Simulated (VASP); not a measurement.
Crystal: Zn6O.

```xyz
7
Lattice="2.3258 1.3428 5.8635 -2.3258 1.3428 5.8635 0.0000 -2.6856 5.8635" Properties=species:S:1:pos:R:3 pbc="T T T"
Zn    0.0000    0.0000   15.1104
Zn    0.0000    0.0000    2.4800
Zn    0.0000    1.3428    5.8635
Zn   -1.1629   -0.6714    5.8635
Zn    1.1629   -0.6714    5.8635
Zn    0.0000    0.0000    8.7952
O     0.0000    0.0000    0.0000
```

The cell was generated, and may not be a known phase.

| Quantity | Value |
| --- | --- |
| Program | VASP 6.6.1 |
| Task | relaxation of cell and atoms |
| Functional | PBE |
| Potentials or basis | VASP PAW PBE potentials, release 64 (Zn, O) |
| Cutoff | 600 eV |
| k mesh | 4 × 4 × 4 |
| Occupations | gaussian, width 0.2 eV |
| Spin | no spin polarisation |

At the start: pressure 2.9 GPa; volume 15.70 Å³/atom.

Task: Where does the relaxation end?

Result: Over 14 steps the energy falls by 217.8 meV/atom and the volume is 14.52 Å³/atom (-7.5 %); space group R-3m (No. 166, to 0.1 Å) before and after.

Step by step:
| step | energy change (eV) | largest force (eV/Å) | pressure (GPa) | volume (Å³) |
| --- | --- | --- | --- | --- |
| 1 | 0.0000 | 0.1822 | 2.90 | 109.87 |
| 2 | -0.3529 | 0.1380 | -3.13 | 114.27 |
| 3 | -0.4324 | 0.0588 | -6.22 | 117.59 |
| 4 | -0.7643 | 0.0853 | -5.81 | 113.05 |
| 5 | -1.2400 | 1.6568 | 4.32 | 98.38 |
| 6 | -1.2611 | 0.8328 | -0.35 | 102.59 |
| 7 | -1.2767 | 1.1038 | 1.26 | 100.92 |
| 8 | -1.4008 | 0.8284 | 1.21 | 100.37 |
| 9 | -1.3626 | 0.3790 | 4.54 | 98.12 |
| 10 | -1.4903 | 0.5482 | 1.99 | 99.60 |
| 11 | -1.4948 | 0.2562 | 2.73 | 99.08 |
| 12 | -1.4997 | 0.3694 | 2.42 | 99.27 |
| 13 | -1.5126 | 0.1671 | -1.63 | 103.36 |
| 14 | -1.5249 | 0.0318 | -0.02 | 101.63 |

Final structure:
```
Zn O
1.0
     2.63615    1.52198    4.22158
    -2.63615    1.52198    4.22158
     0.00000   -3.04397    4.22158
Zn O
6 1
Direct
  0.84468 0.84468 0.84468
  0.15532 0.15532 0.15532
  0.50000 0.50000 0.00000
  0.00000 0.50000 0.50000
  0.50000 0.00000 0.50000
  0.50000 0.50000 0.50000
  0.00000 0.00000 0.00000
```

Caveat: the k points lie up to 0.37 Å⁻¹ apart in the final cell, too coarse for converged energies and pressures of a metal; a cell axis changed by over 15 % at a fixed basis, so the end point is rough.
